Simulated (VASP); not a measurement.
# Te2Mo (R3m) in VASP: further runs

Te2Mo is run at these levels: r2SCAN, PBE; tasks: single point.

Program: VASP 6.6.1. These are calculated values, not measurements. Logs are shortened: lines on timing, memory, paths and dates and some standing lists are left out, and cuts for length are marked.

## Step 1: The cell of the first run

It takes space group R3m (No. 160, trigonal). The conventional cell has a = 3.547 Å, b = 3.547 Å, c = 21.312 Å, α = 90.00°, β = 90.00°, γ = 120.00°. Within 3.6 Å of Mo (site symmetry 3m) lie 6 Te at 2.72 Å and 6 Mo at 3.55 Å. Te (site symmetry 3m) has 3 Mo at 2.72 Å and 7 Te at 3.55 to 3.58 Å within 3.6 Å. Te (site symmetry 3m) has 3 Mo at 2.72 Å and 7 Te at 3.55 to 3.58 Å within 3.6 Å.

## Step 2: Single point, r2SCAN

File POSCAR:

```
Te2Mo
1.0
    1.7734078919      1.0238775238      7.1041367115
   -1.7734078919      1.0238775238      7.1041367115
    0.0000000000     -2.0477550476      7.1041367115
Mo Te
1 2
Direct
   -0.0000368534     -0.0000368534     -0.0000368534
    0.4174226661      0.4174226661      0.4174226661
    0.2492808540      0.2492808540      0.2492808540
```

File INCAR.step1:

```
  ALGO = Normal
  EDIFF = 1E-4
  ENCUT = 520
  GGA = PE
  ISMEAR = 0
  LASPH = T
  LCHARG = F
  LREAL = F
  LWAVE = T
  NBANDS = 20
  NELM = 60
  PREC = Accurate
  SIGMA = 0.01
```

File INCAR.step2:

```
  ALGO = Normal
  EDIFF = 1E-6
  ENCUT = 520
  ISIF = 2
  ISMEAR = 0
  ISTART = 1
  LASPH = T
  LCHARG = T
  LELF = T
  LMIXTAU = T
  LREAL = F
  LVHAR = T
  LWAVE = F
  METAGGA = R2SCAN
  NBANDS = 20
  NELM = 60
  PREC = Accurate
  SIGMA = 0.01
```

File KPOINTS:

```
k-points
0
Gamma
  6 6 6
```

Potentials or basis: VASP PAW PBE potentials, release 64 (Mo_sv, Te).

Command:

```sh
$ cat potpaw_PBE.64/Mo_sv/POTCAR potpaw_PBE.64/Te/POTCAR > POTCAR
$ cp INCAR.step1 INCAR
$ mpirun -np 1 vasp_std > vasp.out
$ cp INCAR.step2 INCAR
$ mpirun -np 1 vasp_std > vasp.out
```

OUTCAR:

```text
EDIFF = 1E-6
   ENCUT = 520
   ISIF = 2
   ISMEAR = 0
   ISTART = 1
   LASPH = T
   LREAL = F
   METAGGA = R2SCAN
   NELM = 60
   PREC = Accurate

 ion  position               nearest neighbor table
   1  1.000  1.000  1.000-   3 2.72   3 2.72   3 2.72   2 2.72   2 2.72   2 2.72
   2  0.417  0.417  0.417-   1 2.72   1 2.72   1 2.72   3 3.58
   3  0.249  0.249  0.249-   1 2.72   1 2.72   1 2.72   2 3.58

  LATTYP: Found a trigonal (rhomboedric) cell.
 ALAT       =     7.3933794134
 COS(alpha) =     0.8849302203

  Lattice vectors:

 A1 = (   1.7734078919,   1.0238775238,   7.1041367115)
 A2 = (  -1.7734078919,   1.0238775238,   7.1041367115)
 A3 = (   0.0000000000,  -2.0477550476,   7.1041367115)

Analysis of symmetry for initial positions (statically):
=====================================================================
 Subroutine PRICEL returns:
 Original cell was already a primitive cell.

 Routine SETGRP: Setting up the symmetry group for a
 trigonal (rhombohedral) supercell.

 Subroutine GETGRP returns: Found  6 space group operations
 (whereof  6 operations were pure point group operations)
 out of a pool of 12 trial point group operations.

The static configuration has the point symmetry C_3v.

Analysis of symmetry for dynamics (positions and initial velocities):
=====================================================================
 Subroutine PRICEL returns:
 Original cell was already a primitive cell.

 Routine SETGRP: Setting up the symmetry group for a
 trigonal (rhombohedral) supercell.

 Subroutine GETGRP returns: Found  6 space group operations
 (whereof  6 operations were pure point group operations)
 out of a pool of 12 trial point group operations.

The dynamic configuration has the point symmetry C_3v.

 Subroutine INISYM returns: Found  6 space group operations
 (whereof  6 operations are pure point group operations),
 and found     1 'primitive' translations

----------------------------------------------------------------------------------------

                                     Primitive cell

  volume of cell :      77.3961

  direct lattice vectors                    reciprocal lattice vectors
     1.773407892  1.023877524  7.104136711     0.281943033  0.162779886  0.046921019
[... 82 lines left out ...]
   ISPIN  =      1    spin polarized calculation?
   LNONCOLLINEAR =      F non collinear calculations
   LSORBIT =      F    spin-orbit coupling
   LASPH  =      T    aspherical Exc in radial PAW
   ENCUT  =  520.0 eV  38.22 Ry    6.18 a.u.  13.75 13.75 13.75*2*pi/ulx,y,z
   NELM   =     60;   NELMIN=  2; NELMDL=  0     # of ELM steps
   EDIFF  = 0.1E-05   stopping-criterion for ELM
   LREAL  =      F    real-space projection
   EDIFFG = 0.1E-04   stopping-criterion for IOM
   NSW    =      0    number of steps for IOM
   IBRION =     -1    ionic relax: 0-MD 1-quasi-New 2-CG
   NFREE  =      0    steps in history (QN), initial steepest desc. (CG)
   ISIF   =      2    stress and relaxation
   ISYM   =      2    0-nonsym 1-usesym 2-fastsym
   POTIM  = 0.5000    time-step for ionic-motion
   TEBEG  =    0.0;   TEEND  =   0.0 temperature during run
   PSTRESS=    0.0 pullay stress
   NELECT =      26.0000    total number of electrons
   NUPDOWN=      -1.0000    fix difference up-down
   EMIN   =  10.00;   EMAX   =-10.00  energy-range for DOS
   EFERMI =   0.00;   METHOD = LEGACY
   ISMEAR =     0;   SIGMA  =   0.01  broadening in eV -4-tet -1-fermi 0-gaus
   EFERMI_NEDOS =   21; number of points for ismear=-14 and -15
   IALGO  =     38    algorithm
   IMIX   =      4    mixing-type and parameters
     AMIX     =   0.40;   BMIX     =  1.00
     AMIX_MAG =   1.60;   BMIX_MAG =  1.00
  volume/ion in A,a.u.               =      25.80       174.10
  Fermi-wavevector in a.u.,A,eV,Ry     =   1.138045  2.150594 17.621546  1.295147
  Thomas-Fermi vector in A             =   2.274750
   LORBIT       =      0    0 simple, 1 ext, 2 COOP (PROOUT), +10 PAW based schemes
   METAGGA = R2SCAN    functional components
   LHFCALC =     F    Hartree Fock is set to
   AEXX    =    0.0000 exact exchange contribution
   IVDW    =     0    specifies the selected vdW correction
   LEPSILON=     F    determine dielectric tensor
   LRPA    =     F    only Hartree local field effects (RPA)
 non-spin polarized calculation
 Gauss-broadening in eV      SIGMA  =   0.01
  energy-cutoff  :      520.00
  volume of cell :       77.40
 maximum number of plane-waves:      2120
   NGX = 27   NGY = 27   NGZ = 27

 number of electron      26.0000000 magnetization

 Free energy of the ion-electron system (eV)
  ---------------------------------------------------
  ext. energy  EPLUGINS =         0.00000000
  ---------------------------------------------------
  free energy    TOTEN  =       -77.80964417 eV

  energy without entropy =      -77.80964417  energy(sigma->0) =      -77.80964417

 E-fermi :   7.8433     XC(G=0): -10.8181

 val. band max:        7.6450772713   @ k =   0.5000   0.5000   0.5000
 cond. band min:       8.6200489411   @ k =  -0.1667   0.5000   0.1667
 fundamental gap:      0.9749716698
 Fermi energy:         7.8433275396

 k-point     1 :       0.0000    0.0000    0.0000
  band No.  band energies     occupation
      1     -55.1510      2.00000
      2     -28.5842      2.00000
      3     -28.4782      2.00000
      4     -28.4782      2.00000
      5      -5.8317      2.00000
      6      -4.4492      2.00000
[... 541 lines left out ...]
     19      14.3272      0.00000
     20      15.3848      0.00000

 [... further k-points ...]

------------------------ aborting loop because EDIFF is reached ----------------------------------------

  FORCE on cell =-STRESS in cart. coord.  units (eV):
  Direction    XX          YY          ZZ          XY          YZ          ZX
  --------------------------------------------------------------------------------------
  -------------------------------------------------------------------------------------
  Total        0.6177316      0.6177316      0.6310717     -0.0000000     -0.0000000     -0.0000000
  in kB       12.7876633     12.7876633     13.0638173     -0.0000000     -0.0000000     -0.0000000
  external PRESSURE =      12.8797147 kB  Pullay stress =       0.0000000 kB

 VOLUME and BASIS-vectors are now :
 -----------------------------------------------------------------------------
  energy-cutoff  :      520.00
  volume of cell :       77.40
      direct lattice vectors                 reciprocal lattice vectors
     1.773407892  1.023877524  7.104136711     0.281943033  0.162779886  0.046921019
    -1.773407892  1.023877524  7.104136711    -0.281943033  0.162779886  0.046921019
     0.000000000 -2.047755048  7.104136711     0.000000000 -0.325559772  0.046921019

 POSITION                                       TOTAL-FORCE (eV/Angst)
 -----------------------------------------------------------------------------------
      0.00000      0.00000     21.31162         0.000000     -0.000000      0.002509
      0.00000      0.00000      8.89628         0.000000      0.000000     -0.000812
      0.00000      0.00000      5.31278         0.000000      0.000000     -0.001697
 -----------------------------------------------------------------------------------
    total drift:                               -0.000000      0.000000      0.000281

  FREE ENERGIE OF THE ION-ELECTRON SYSTEM (eV)
  ---------------------------------------------------
  free  energy   TOTEN  =       -77.8096441714 eV

  energy  without entropy=      -77.8096441714  energy(sigma->0) =      -77.80964417
```

OUTCAR.step1:

```text
EDIFF = 1E-4
   ENCUT = 520
   GGA = PE
   ISMEAR = 0
[... 778 lines left out ...]
      0.00000      0.00000     21.31162         0.000000      0.000000      0.003106
      0.00000      0.00000      8.89628         0.000000      0.000000      0.214768
      0.00000      0.00000      5.31278         0.000000      0.000000     -0.217874
 -----------------------------------------------------------------------------------
    total drift:                               -0.000000      0.000000      0.000434

  FREE ENERGIE OF THE ION-ELECTRON SYSTEM (eV)
  ---------------------------------------------------
  free  energy   TOTEN  =       -18.0064610836 eV

  energy  without entropy=      -18.0064610836  energy(sigma->0) =      -18.00646108
```

Run time: 7.5 min. Hardware: 1 thread of AMD EPYC 9R45 (Zen 5), shared host; peak memory 0.44 GiB.

Results:

- Free energy: -77.8096 eV
- Pressure: 1.3 GPa
- Band gap on the k mesh: 0.97 eV (least direct gap 1.15 eV)

Forces in eV/Å, atoms in the order of the input:
```
Mo   0.000  0.000  0.003
Te   0.000  0.000 -0.001
Te   0.000  0.000 -0.002
```

Caveat: the PAW data sets were made with another functional, which shifts forces and pressure a little; spin-orbit coupling is left out, which moves the levels of the heavy elements.

## Step 3: Single point, PBE

File INCAR:

```
PREC = Accurate
ENCUT = 520
EDIFF = 1E-6
ISMEAR = 0
SIGMA = 0.01
LREAL = False
LASPH = True
NELM = 60
ALGO = Normal
ISIF = 2
LWAVE = False
LCHARG = False
GGA = PE
NBANDS = 20
ISYM = 0
```

File KPOINTS:

```
regular mesh
0
Gamma
  6 6 6
```

POSCAR is that of step 2.

Potentials or basis: VASP PAW PBE potentials, release 64 (Mo_sv, Te).

Command:

```sh
$ cat potpaw_PBE.64/Mo_sv/POTCAR potpaw_PBE.64/Te/POTCAR > POTCAR
$ mpirun -np 1 vasp_std > vasp.out
```

OUTCAR:

```text
PREC = Accurate
   ENCUT = 520
   EDIFF = 1E-6
   ISMEAR = 0
   LREAL = False
   LASPH = True
   NELM = 60
   ISIF = 2
   GGA = PE
   ISYM = 0

 ion  position               nearest neighbor table
   1  1.000  1.000  1.000-   3 2.72   3 2.72   3 2.72   2 2.72   2 2.72   2 2.72
   2  0.417  0.417  0.417-   1 2.72   1 2.72   1 2.72   3 3.58
   3  0.249  0.249  0.249-   1 2.72   1 2.72   1 2.72   2 3.58

IMPORTANT INFORMATION: All symmetrisations will be switched off!
NOSYMM: (Re-)initialisation of all symmetry stuff for point group C_1.

----------------------------------------------------------------------------------------

                                     Primitive cell

  volume of cell :      77.3961

  direct lattice vectors                    reciprocal lattice vectors
     1.773407892  1.023877524  7.104136711     0.281943033  0.162779886  0.046921019
    -1.773407892  1.023877524  7.104136711    -0.281943033  0.162779886  0.046921019
     0.000000000 -2.047755048  7.104136711     0.000000000 -0.325559772  0.046921019

  length of vectors
     7.393379413  7.393379413  7.393379413     0.328923619  0.328923619  0.328923619

  position of ions in fractional coordinates (direct lattice)
     0.999963147  0.999963147  0.999963147
     0.417422666  0.417422666  0.417422666
     0.249280854  0.249280854  0.249280854

  ion indices of the primitive-cell ions
   primitive index   ion index
                 1           1
                 2           2
                 3           3

----------------------------------------------------------------------------------------

 KPOINTS: regular mesh

Automatic generation of k-mesh.
 Grid dimensions read from file:
 generate k-points for:    6    6    6

 Generating k-lattice:

[... 76 lines left out ...]
   ISMEAR =     0;   SIGMA  =   0.01  broadening in eV -4-tet -1-fermi 0-gaus
   EFERMI_NEDOS =   21; number of points for ismear=-14 and -15
   IALGO  =     38    algorithm
   IMIX   =      4    mixing-type and parameters
     AMIX     =   0.40;   BMIX     =  1.00
     AMIX_MAG =   1.60;   BMIX_MAG =  1.00
  volume/ion in A,a.u.               =      25.80       174.10
  Fermi-wavevector in a.u.,A,eV,Ry     =   1.138045  2.150594 17.621546  1.295147
  Thomas-Fermi vector in A             =   2.274750
   LORBIT       =      0    0 simple, 1 ext, 2 COOP (PROOUT), +10 PAW based schemes
   GGA     = PE    functional components
   LHFCALC =     F    Hartree Fock is set to
   AEXX    =    0.0000 exact exchange contribution
   IVDW    =     0    specifies the selected vdW correction
   LEPSILON=     F    determine dielectric tensor
   LRPA    =     F    only Hartree local field effects (RPA)
 non-spin polarized calculation
 Gauss-broadening in eV      SIGMA  =   0.01
  energy-cutoff  :      520.00
  volume of cell :       77.40
 maximum number of plane-waves:      2120
   NGX = 27   NGY = 27   NGZ = 27

 number of electron      26.0000000 magnetization

 Free energy of the ion-electron system (eV)
  ---------------------------------------------------
  ext. energy  EPLUGINS =         0.00000000
  ---------------------------------------------------
  free energy    TOTEN  =       -18.00644714 eV

  energy without entropy =      -18.00644714  energy(sigma->0) =      -18.00644714

 E-fermi :   7.7995     XC(G=0): -10.2446

 val. band max:        7.7323334374   @ k =   0.5000   0.5000   0.5000
 cond. band min:       8.6223842241   @ k =   0.1667  -0.1667   0.5000
 fundamental gap:      0.8900507867
 Fermi energy:         7.7995025190

 k-point     1 :       0.0000    0.0000    0.0000
  band No.  band energies     occupation
      1     -53.0996      2.00000
      2     -27.2566      2.00000
      3     -27.1479      2.00000
      4     -27.1479      2.00000
      5      -5.1771      2.00000
      6      -3.8840      2.00000
[... 541 lines left out ...]
     19      14.8133      0.00000
     20      15.4538      0.00000

 [... further k-points ...]

------------------------ aborting loop because EDIFF is reached ----------------------------------------

  FORCE on cell =-STRESS in cart. coord.  units (eV):
  Direction    XX          YY          ZZ          XY          YZ          ZX
  --------------------------------------------------------------------------------------
  -------------------------------------------------------------------------------------
  Total        0.7205248      0.7205274      1.3763481      0.0000000      0.0000010      0.0000003
  in kB       14.9155854     14.9156396     28.4917859      0.0000001      0.0000217      0.0000068
  external PRESSURE =      19.4410036 kB  Pullay stress =       0.0000000 kB

 VOLUME and BASIS-vectors are now :
 -----------------------------------------------------------------------------
  energy-cutoff  :      520.00
  volume of cell :       77.40
      direct lattice vectors                 reciprocal lattice vectors
     1.773407892  1.023877524  7.104136711     0.281943033  0.162779886  0.046921019
    -1.773407892  1.023877524  7.104136711    -0.281943033  0.162779886  0.046921019
     0.000000000 -2.047755048  7.104136711     0.000000000 -0.325559772  0.046921019

 POSITION                                       TOTAL-FORCE (eV/Angst)
 -----------------------------------------------------------------------------------
      0.00000      0.00000     21.31162        -0.000000      0.000000      0.002943
      0.00000      0.00000      8.89628         0.000000     -0.000000      0.215666
      0.00000      0.00000      5.31278        -0.000000     -0.000000     -0.218609
 -----------------------------------------------------------------------------------
    total drift:                                0.000000      0.000001      0.000265

  FREE ENERGIE OF THE ION-ELECTRON SYSTEM (eV)
  ---------------------------------------------------
  free  energy   TOTEN  =       -18.0064471434 eV

  energy  without entropy=      -18.0064471434  energy(sigma->0) =      -18.00644714
```

stdout:

```text
POSCAR found type information on POSCAR MoTe
 POSCAR found :  2 types and       3 ions
 scaLAPACK will be used
 LDA part: xc-table for (Slater+PW92), standard interpolation
 POSCAR, INCAR and KPOINTS ok, starting setup
 FFT: planning ... GRIDC
 FFT: planning ... GRID_SOFT
 FFT: planning ... GRID
 WAVECAR not read
 entering main loop
```

Run time: 5.5 min. Hardware: 1 thread of AMD EPYC 9R45 (Zen 5), shared host; peak memory 0.48 GiB.

Results:

- Free energy: -18.0064 eV
- Pressure: 1.9 GPa
- Largest force: 0.219 eV/Å
- Band gap on the k mesh: 0.89 eV (least direct gap 1.07 eV)

Forces on the atoms (eV/Å):
```
Mo   0.000  0.000  0.003
Te   0.000  0.000  0.216
Te   0.000  0.000 -0.219
```

Stress tensor (GPa, compression positive):
```
1.49 0.00 0.00
0.00 1.49 0.00
0.00 0.00 2.85
```

Caveat: spin-orbit coupling is left out, which moves the levels of the heavy elements.
